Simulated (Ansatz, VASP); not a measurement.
Pt in VASP and in Ansatz

INCAR

```
SYSTEM = Pt
ALGO     = Fast           ! electronic algorithm
EDIFF    = 1E-6           ! SCF threshold, eV
ENCUT    = 520            ! plane-wave cutoff, eV
GGA      = PE             ! functional
ISIF     = 2              ! what is computed and relaxed
ISMEAR   = 0              ! smearing method
LASPH    = .TRUE.         ! aspherical terms in the spheres
LCHARG   = .FALSE.        ! write CHGCAR
LREAL    = .FALSE.        ! projectors in reciprocal space
LWAVE    = .FALSE.        ! write WAVECAR
NBANDS   = 11             ! bands
NELM     = 80             ! most SCF steps
PREC     = Accurate       ! precision mode
SIGMA    = 0.15           ! smearing width, eV
```

Contents of KPOINTS:

```
k-points
0
G
  26 26 26
  0 0 0
```

The input POSCAR:

```
Pt
1.0
    0.0000000000      1.9850550544      2.0346814308
    1.9850550544      0.0000000000      2.0346814308
    1.9850550544      1.9850550544      0.0000000000
Pt
1
Direct
    0.0000000000      0.0000000000      0.0000000000
```

Input for Ansatz:

```yaml
crystal:
  lattice:
    - [0.0, 1.9850550544, 2.0346814308]
    - [1.9850550544, 0.0, 2.0346814308]
    - [1.9850550544, 1.9850550544, 0.0]
  atoms:
    - { symbol: Pt, position: [0.0, 0.0, 0.0] }
basis:
  ecutwfc: 420
kpoints:
  mp_grid: { grid: [26, 26, 26] }
hamiltonian:
  xc: pbe
scf:
  occupations: { method: gaussian, width: 0.15 }
output:
  forces: true
  stress: true
  eigenvalues: true
  write_density: true
  write_potential: true
  elf: true
  volumetric_format: npy
```

Change from the starting cell: strain +0.000 along x and y, +0.025 along z, atoms carried along.

Alike in both runs: task single point; functional PBE; k mesh 26 × 26 × 26; occupations gaussian, width 0.15 eV; no spin polarisation.

```csv
,VASP,Ansatz
version,VASP 6.6.1,Ansatz 0.2.0
potentials or method,"VASP PAW PBE potentials, release 64 (Pt), cutoff 520 eV","scalar-relativistic, plane waves, PAW"
valence electrons in the cell,10,18
```

|  | VASP | Ansatz | Ansatz less VASP |
| --- | --- | --- | --- |
| gap on the k mesh at the Fermi level (eV) | none | none | - |
| pressure (GPa) | -6.0 | -5.6 | +0.45 |
| traceless stress, the component that is largest in VASP (GPa) | -1.43 | -1.44 | -0.015 |

A gap of «none» marks a metal or a gap that the smearing closes. VASP's potentials hold 10 valence electrons a cell and Ansatz's 18, so a difference there can come from the potentials and not from the codes.

Neither program's run includes spin-orbit coupling.
